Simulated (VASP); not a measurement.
# MgO (Fm-3m) in VASP: further runs

The runs below take MgO through single point, with PBE, r2SCAN.

All numbers are computed with VASP 6.6.1; they aren't measurements. Logs are shortened: lines on timing, memory, paths and dates and some standing lists are left out, and cuts for length are marked.

### Step 1. The cell of the first run

It takes space group Fm-3m (No. 225, cubic). Conventional cell: a = 3.980 Å, b = 3.980 Å, c = 3.980 Å, α = 90.00°, β = 90.00°, γ = 90.00°. Within 2.6 Å of Mg (site symmetry m-3m) lie 6 O at 1.99 Å. O (site symmetry m-3m) has 6 Mg at 1.99 Å within 2.6 Å.

### Step 2. Single point, PBE

Contents of INCAR:

```
PREC = Accurate
ENCUT = 600
EDIFF = 1E-6
ISMEAR = 0
SIGMA = 0.01
LREAL = False
LASPH = True
NELM = 120
ALGO = Normal
ISIF = 2
LWAVE = False
LCHARG = False
GGA = PE
NBANDS = 11
GGA_COMPAT = False
```

Contents of KPOINTS:

```
regular mesh
0
Gamma
  4 4 4
```

Contents of POSCAR:

```
MgO
1.0
    0.0000000000      1.9898577500      1.9898577500
    1.9898577500      0.0000000000      1.9898577500
    1.9898577500      1.9898577500      0.0000000000
Mg O
1 1
Direct
    0.0000000000      0.0000000000      0.0000000000
    0.5000000000      0.5000000000      0.5000000000
```

Potentials or basis: VASP PAW PBE potentials, release 64 (Mg, O).

Launch:

```bash
cat potpaw_PBE.64/Mg/POTCAR potpaw_PBE.64/O/POTCAR > POTCAR
mpirun -np 1 vasp_std > vasp.out
```

OUTCAR:

```text
PREC = Accurate
   ENCUT = 600
   EDIFF = 1E-6
   ISMEAR = 0
   LREAL = False
   LASPH = True
   NELM = 120
   ISIF = 2
   GGA = PE

 ion  position               nearest neighbor table
   1  0.000  0.000  0.000-   2 1.99   2 1.99   2 1.99   2 1.99   2 1.99   2 1.99
   2  0.500  0.500  0.500-   1 1.99   1 1.99   1 1.99   1 1.99   1 1.99   1 1.99

  LATTYP: Found a face centered cubic cell.
 ALAT       =     3.9797155000

  Lattice vectors:

 A1 = (   0.0000000000,   1.9898577500,   1.9898577500)
 A2 = (   1.9898577500,   0.0000000000,   1.9898577500)
 A3 = (   1.9898577500,   1.9898577500,   0.0000000000)

Analysis of symmetry for initial positions (statically):
=====================================================================
 Subroutine PRICEL returns:
 Original cell was already a primitive cell.

 Routine SETGRP: Setting up the symmetry group for a
 face centered cubic supercell.

 Subroutine GETGRP returns: Found 48 space group operations
 (whereof 48 operations were pure point group operations)
 out of a pool of 48 trial point group operations.

The static configuration has the point symmetry O_h .

Analysis of symmetry for dynamics (positions and initial velocities):
=====================================================================
 Subroutine PRICEL returns:
 Original cell was already a primitive cell.

 Routine SETGRP: Setting up the symmetry group for a
 face centered cubic supercell.

 Subroutine GETGRP returns: Found 48 space group operations
 (whereof 48 operations were pure point group operations)
 out of a pool of 48 trial point group operations.

The dynamic configuration has the point symmetry O_h .

 Subroutine INISYM returns: Found 48 space group operations
 (whereof 48 operations are pure point group operations),
 and found     1 'primitive' translations

----------------------------------------------------------------------------------------

                                     Primitive cell

  volume of cell :      15.7578

  direct lattice vectors                    reciprocal lattice vectors
     0.000000000  1.989857750  1.989857750    -0.251274243  0.251274243  0.251274243
     1.989857750  0.000000000  1.989857750     0.251274243 -0.251274243  0.251274243
     1.989857750  1.989857750  0.000000000     0.251274243  0.251274243 -0.251274243

  length of vectors
     2.814083817  2.814083817  2.814083817     0.435219756  0.435219756  0.435219756

  position of ions in fractional coordinates (direct lattice)
     0.000000000  0.000000000  0.000000000
     0.500000000  0.500000000  0.500000000

  ion indices of the primitive-cell ions
   primitive index   ion index
                 1           1
                 2           2

----------------------------------------------------------------------------------------

 KPOINTS: regular mesh

Automatic generation of k-mesh.
 Grid dimensions read from file:
 generate k-points for:    4    4    4

 Generating k-lattice:

  Cartesian coordinates                     Fractional coordinates (reciprocal lattice)
    -0.062818561  0.062818561  0.062818561     0.250000000  0.000000000  0.000000000
     0.062818561 -0.062818561  0.062818561     0.000000000  0.250000000  0.000000000
     0.062818561  0.062818561 -0.062818561     0.000000000  0.000000000  0.250000000

  Length of vectors
     0.108804939  0.108804939  0.108804939

  Shift w.r.t. Gamma in fractional coordinates (k-lattice)
     0.000000000  0.000000000  0.000000000

 Subroutine IBZKPT returns following result:
 ===========================================

 Found      8 irreducible k-points:

 Following reciprocal coordinates:
            Coordinates               Weight
  0.000000  0.000000  0.000000      1.000000
  0.250000  0.000000  0.000000      8.000000
  0.500000  0.000000  0.000000      4.000000
  0.250000  0.250000  0.000000      6.000000
  0.500000  0.250000  0.000000     24.000000
 -0.250000  0.250000  0.000000     12.000000
  0.500000  0.500000  0.000000      3.000000
 -0.250000  0.500000  0.250000      6.000000
   k-points           NKPTS =      8   k-points in BZ     NKDIM =      8   number of bands    NBANDS=     11
   number of dos      NEDOS =    301   number of ions     NIONS =      2
   total plane-waves  NPLWV =  13824
   dimension x,y,z NGX =    24 NGY =   24 NGZ =   24
   dimension x,y,z NGXF=    48 NGYF=   48 NGZF=   48
   ions per type =               1   1
   NGX,Y,Z   is equivalent  to a cutoff of  14.18, 14.18, 14.18 a.u.
   NGXF,Y,Z  is equivalent  to a cutoff of  28.36, 28.36, 28.36 a.u.
 SYSTEM =  unknown system
   PREC   = accura    normal or accurate (medium, high low for compatibility)
   ISTART =      0    job   : 0-new  1-cont  2-samecut
   ICHARG =      2    charge: 1-file 2-atom 10-const
   ISPIN  =      1    spin polarized calculation?
   LNONCOLLINEAR =      F non collinear calculations
   LSORBIT =      F    spin-orbit coupling
   LASPH  =      T    aspherical Exc in radial PAW
   ENCUT  =  600.0 eV  44.10 Ry    6.64 a.u.   5.62  5.62  5.62*2*pi/ulx,y,z
   NELM   =    120;   NELMIN=  2; NELMDL= -5     # of ELM steps
   EDIFF  = 0.1E-05   stopping-criterion for ELM
   LREAL  =      F    real-space projection
   EDIFFG = 0.1E-04   stopping-criterion for IOM
   NSW    =      0    number of steps for IOM
   IBRION =     -1    ionic relax: 0-MD 1-quasi-New 2-CG
   NFREE  =      0    steps in history (QN), initial steepest desc. (CG)
   ISIF   =      2    stress and relaxation
   ISYM   =      2    0-nonsym 1-usesym 2-fastsym
   POTIM  = 0.5000    time-step for ionic-motion
   TEBEG  =    0.0;   TEEND  =   0.0 temperature during run
   PSTRESS=    0.0 pullay stress
   NELECT =       8.0000    total number of electrons
   NUPDOWN=      -1.0000    fix difference up-down
   EMIN   =  10.00;   EMAX   =-10.00  energy-range for DOS
   EFERMI =   0.00;   METHOD = LEGACY
   ISMEAR =     0;   SIGMA  =   0.01  broadening in eV -4-tet -1-fermi 0-gaus
   EFERMI_NEDOS =   21; number of points for ismear=-14 and -15
   IALGO  =     38    algorithm
   IMIX   =      4    mixing-type and parameters
     AMIX     =   0.40;   BMIX     =  1.00
     AMIX_MAG =   1.60;   BMIX_MAG =  1.00
  volume/ion in A,a.u.               =       7.88        53.17
  Fermi-wavevector in a.u.,A,eV,Ry     =   1.305989  2.467961 23.206190  1.705607
  Thomas-Fermi vector in A             =   2.436821
   LORBIT       =      0    0 simple, 1 ext, 2 COOP (PROOUT), +10 PAW based schemes
   GGA     = PE    functional components
   LHFCALC =     F    Hartree Fock is set to
   AEXX    =    0.0000 exact exchange contribution
   IVDW    =     0    specifies the selected vdW correction
   LEPSILON=     F    determine dielectric tensor
   LRPA    =     F    only Hartree local field effects (RPA)
 non-spin polarized calculation
 Gauss-broadening in eV      SIGMA  =   0.01
  energy-cutoff  :      600.00
  volume of cell :       15.76
 maximum number of plane-waves:       544
 NGX is ok and might be reduce to    24
   NGX = 11   NGY = 11   NGZ = 11

 number of electron       8.0000001 magnetization

 Free energy of the ion-electron system (eV)
  ---------------------------------------------------
  ext. energy  EPLUGINS =         0.00000000
  ---------------------------------------------------
  free energy    TOTEN  =       -11.49937963 eV

  energy without entropy =      -11.49937963  energy(sigma->0) =      -11.49937963

 E-fermi :   4.7389     XC(G=0): -11.9108

 val. band max:        4.6039790230   @ k =   0.0000   0.0000   0.0000
 cond. band min:      11.1685392827   @ k =   0.0000   0.0000   0.0000
 fundamental gap:      6.5645602597
 Fermi energy:         4.7388506509

 k-point     1 :       0.0000    0.0000    0.0000
  band No.  band energies     occupation
      1     -13.6287      2.00000
      2       4.6040      2.00000
      3       4.6040      2.00000
      4       4.6040      2.00000
      5      11.1685      0.00000
      6      21.3440      0.00000
      7      21.3440      0.00000
      8      21.3440      0.00000
      9      25.7385      0.00000
     10      27.7222      0.00000
     11      27.7222      0.00000

 k-point     2 :       0.2500    0.0000    0.0000
  band No.  band energies     occupation
      1     -12.8405      2.00000
      2       1.5979      2.00000
      3       4.1460      2.00000
      4       4.1460      2.00000
      5      13.3686      0.00000
      6      18.2925      0.00000
      7      22.6541      0.00000
      8      22.6541      0.00000
      9      26.6848      0.00000
     10      26.6848      0.00000
     11      29.5625      0.00000

 k-point     3 :       0.5000    0.0000    0.0000
  band No.  band energies     occupation
      1     -11.8592      2.00000
      2      -0.8263      2.00000
      3       3.7305      2.00000
      4       3.7305      2.00000
      5      13.6301      0.00000
      6      19.2203      0.00000
      7      22.7298      0.00000
      8      22.7298      0.00000
      9      28.2506      0.00000
     10      29.3327      0.00000
     11      29.3327      0.00000

 k-point     4 :       0.2500    0.2500    0.0000
  band No.  band energies     occupation
      1     -12.6283      2.00000
      2       1.6079      2.00000
      3       3.7134      2.00000
      4       3.7134      2.00000
      5      14.5774      0.00000
      6      16.1496      0.00000
      7      22.1308      0.00000
      8      23.9296      0.00000
      9      23.9296      0.00000
     10      29.8302      0.00000
     11      35.1887      0.00000

 k-point     5 :       0.5000    0.2500    0.0000
  band No.  band energies     occupation
      1     -11.7204      2.00000
      2       0.1164      2.00000
      3       2.2820      2.00000
      4       3.3477      2.00000
      5      15.3778      0.00000
      6      17.7869      0.00000
      7      19.8069      0.00000
      8      24.4928      0.00000
      9      25.7543      0.00000
     10      31.3970      0.00000
     11      34.4213      0.00000

 k-point     6 :      -0.2500    0.2500    0.0000
  band No.  band energies     occupation
      1     -11.9823      2.00000
      2       0.5421      2.00000
      3       2.1815      2.00000
      4       3.7397      2.00000
      5      15.7386      0.00000
      6      17.4854      0.00000
      7      20.7653      0.00000
      8      24.3592      0.00000
      9      26.0354      0.00000
     10      27.8229      0.00000
     11      33.5923      0.00000

 k-point     7 :       0.5000    0.5000    0.0000
  band No.  band energies     occupation
      1     -11.5465      2.00000
      2      -0.2263      2.00000
      3       3.0022      2.00000
      4       3.0022      2.00000
      5      13.8576      0.00000
      6      16.5562      0.00000
      7      19.6266      0.00000
      8      26.3353      0.00000
      9      26.3353      0.00000
     10      33.4219      0.00000
     11      33.7375      0.00000

 k-point     8 :      -0.2500    0.5000    0.2500
  band No.  band energies     occupation
      1     -11.4577      2.00000
      2       1.0690      2.00000
      3       1.0690      2.00000
      4       2.4905      2.00000
      5      17.4218      0.00000
      6      17.4218      0.00000
      7      18.9740      0.00000
      8      22.5337      0.00000
      9      29.0138      0.00000
     10      29.0138      0.00000
     11      33.9319      0.00000

------------------------ aborting loop because EDIFF is reached ----------------------------------------

  FORCE on cell =-STRESS in cart. coord.  units (eV):
  Direction    XX          YY          ZZ          XY          YZ          ZX
  --------------------------------------------------------------------------------------
  -------------------------------------------------------------------------------------
  Total        4.3507970      4.3507970      4.3507970      0.0000000      0.0000000     -0.0000000
  in kB      442.3676020    442.3676020    442.3676020      0.0000000      0.0000000     -0.0000000
  external PRESSURE =     442.3676020 kB  Pullay stress =       0.0000000 kB

 VOLUME and BASIS-vectors are now :
 -----------------------------------------------------------------------------
  energy-cutoff  :      600.00
  volume of cell :       15.76
      direct lattice vectors                 reciprocal lattice vectors
     0.000000000  1.989857750  1.989857750    -0.251274243  0.251274243  0.251274243
     1.989857750  0.000000000  1.989857750     0.251274243 -0.251274243  0.251274243
     1.989857750  1.989857750  0.000000000     0.251274243  0.251274243 -0.251274243

 POSITION                                       TOTAL-FORCE (eV/Angst)
 -----------------------------------------------------------------------------------
      0.00000      0.00000      0.00000         0.000000      0.000000      0.000000
      1.98986      1.98986      1.98986         0.000000      0.000000      0.000000
 -----------------------------------------------------------------------------------
    total drift:                               -0.000000     -0.000000      0.000000

  FREE ENERGIE OF THE ION-ELECTRON SYSTEM (eV)
  ---------------------------------------------------
  free  energy   TOTEN  =       -11.4993796256 eV

  energy  without entropy=      -11.4993796256  energy(sigma->0) =      -11.49937963
```

It took 3.8 s on 1 thread of Intel Xeon Platinum 8488C (Sapphire Rapids), shared host; peak memory 0.13 GiB.

Results:

```
Free energy            : -11.4994 eV
Pressure               : 44.2 GPa
Band gap on the k mesh : 6.56 eV, direct
```

Levels at points of the mesh, in eV from the valence-band top:
| k point | band 1 | band 2 | band 3 | band 4 | band 5 | band 6 | band 7 | band 8 |
| --- | --- | --- | --- | --- | --- | --- | --- | --- |
| (0.00, 0.00, 0.00) | -18.23 | 0.00 | 0.00 | 0.00 | 6.56 | 16.74 | 16.74 | 16.74 |
| (0.50, 0.00, 0.00) | -16.46 | -5.43 | -0.87 | -0.87 | 9.03 | 14.62 | 18.13 | 18.13 |
| (0.50, 0.50, 0.00) | -16.15 | -4.83 | -1.60 | -1.60 | 9.25 | 11.95 | 15.02 | 21.73 |

Caveat: the k points lie up to 0.68 Å⁻¹ apart.

### Step 3. Single point, PBE

This run uses another cell than the first one, of 8.88 Å³/atom, 1.128 times its volume.

Contents of INCAR:

```
SYSTEM = MgO
PREC = Accurate
ENCUT = 600
EDIFF = 1E-6
ISMEAR = 0
SIGMA = 0.01
LREAL = .False.
LASPH = .True.
NELM = 120
ALGO = Normal
ISIF = 2
LWAVE = .False.
LCHARG = .True.
GGA = PE
LELF = .True.
LVHAR = .True.
NBANDS = 11
GGA_COMPAT = .False.
```

Contents of KPOINTS:

```
regular mesh
0
Gamma
  4 4 4
  0 0 0
```

Contents of POSCAR:

```
MgO
1.0
    0.0000000000      2.0711650200      2.0711650200
    2.0711650200      0.0000000000      2.0711650200
    2.0711650200      2.0711650200      0.0000000000
Mg O
1 1
Direct
    0.0000000000      0.0000000000      0.0000000000
    0.5000000000      0.5000000000      0.5000000000
```

Potentials or basis: VASP PAW PBE potentials, release 64 (Mg, O).

Launch:

```bash
cat potpaw_PBE.64/Mg/POTCAR potpaw_PBE.64/O/POTCAR > POTCAR
mpirun -np 1 vasp_std > vasp.out
```

Wall time 4.6 s (1 thread of Intel Xeon Platinum 8488C (Sapphire Rapids), shared host); peak memory 0.13 GiB.

Results (log left out):

- Free energy: -11.8472 eV
- Pressure: 13.1 GPa
- Band gap on the k mesh: 5.22 eV, direct

Levels at points of the mesh, in eV from the valence-band top:
| k point | band 1 | band 2 | band 3 | band 4 | band 5 | band 6 | band 7 | band 8 |
| --- | --- | --- | --- | --- | --- | --- | --- | --- |
| (0.00, 0.00, 0.00) | -17.53 | 0.00 | 0.00 | 0.00 | 5.22 | 16.07 | 16.07 | 16.07 |
| (0.50, 0.00, 0.00) | -16.11 | -4.85 | -0.71 | -0.71 | 8.21 | 13.18 | 16.82 | 16.82 |
| (0.50, 0.50, 0.00) | -15.84 | -4.30 | -1.42 | -1.42 | 9.17 | 10.52 | 13.64 | 19.74 |

Caveat: the k points lie up to 0.66 Å⁻¹ apart. Expect the measured gap to be larger: semilocal functionals such as PBE lack the derivative discontinuity.

### Step 4. Single point, r2SCAN

This run uses another cell than the first one, of 8.38 Å³/atom, 1.064 times its volume.

Contents of POSCAR:

```
MgO
1.0
    0.0000000000      2.0313250000      2.0313250000
    2.0313250000      0.0000000000      2.0313250000
    2.0313250000      2.0313250000      0.0000000000
Mg O
1 1
Direct
    0.0000000000      0.0000000000      0.0000000000
    0.5000000000      0.5000000000      0.5000000000
```

Contents of INCAR.step1:

```
SYSTEM = MgO
ALGO = Normal
EDIFF = 1E-5
ENCUT = 660
GGA = PE
GGA_COMPAT = .False.
ISMEAR = 0
LASPH = .True.
LCHARG = .False.
LREAL = .False.
LWAVE = .True.
NBANDS = 11
NELM = 120
PREC = Accurate
SIGMA = 0.01
```

Contents of INCAR.step2:

```
SYSTEM = MgO
ALGO = Normal
EDIFF = 1E-6
ENCUT = 660
GGA_COMPAT = .False.
ISIF = 2
ISMEAR = 0
ISTART = 1
LASPH = .True.
LCHARG = .True.
LELF = .True.
LMIXTAU = .True.
LREAL = .False.
LVHAR = .True.
LWAVE = .False.
METAGGA = R2SCAN
NBANDS = 11
NELM = 120
PREC = Accurate
SIGMA = 0.01
```

Contents of KPOINTS:

```
k-points
0
Gamma
  4 4 4
  0 0 0
```

Launch:

```bash
cat potpaw_PBE.64/Mg/POTCAR potpaw_PBE.64/O/POTCAR > POTCAR
cp INCAR.step1 INCAR
mpirun -np 1 vasp_std > vasp.out
cp INCAR.step2 INCAR
mpirun -np 1 vasp_std > vasp.out
```

Run time: 12 s. Hardware: 1 thread of Intel Xeon Platinum 8488C (Sapphire Rapids), shared host; peak memory 0.14 GiB.

Results (log left out):

* Free energy: -16.0571 eV
* Pressure: 19.8 GPa
* Band gap on the k mesh: 6.78 eV, direct

Levels at points of the mesh, in eV from the valence-band top:
| k point | band 1 | band 2 | band 3 | band 4 | band 5 | band 6 | band 7 | band 8 |
| --- | --- | --- | --- | --- | --- | --- | --- | --- |
| (0.00, 0.00, 0.00) | -18.79 | 0.00 | 0.00 | 0.00 | 6.78 | 17.46 | 17.46 | 17.46 |
| (0.50, 0.00, 0.00) | -17.25 | -5.12 | -0.81 | -0.81 | 9.54 | 15.13 | 18.59 | 18.59 |
| (0.50, 0.50, 0.00) | -16.97 | -4.57 | -1.53 | -1.53 | 10.16 | 12.33 | 15.55 | 22.16 |

Caveat: the k points lie up to 0.67 Å⁻¹ apart; the PAW data sets were made with another functional, which shifts forces and pressure a little.

(Part 1 of 2 ends here.)
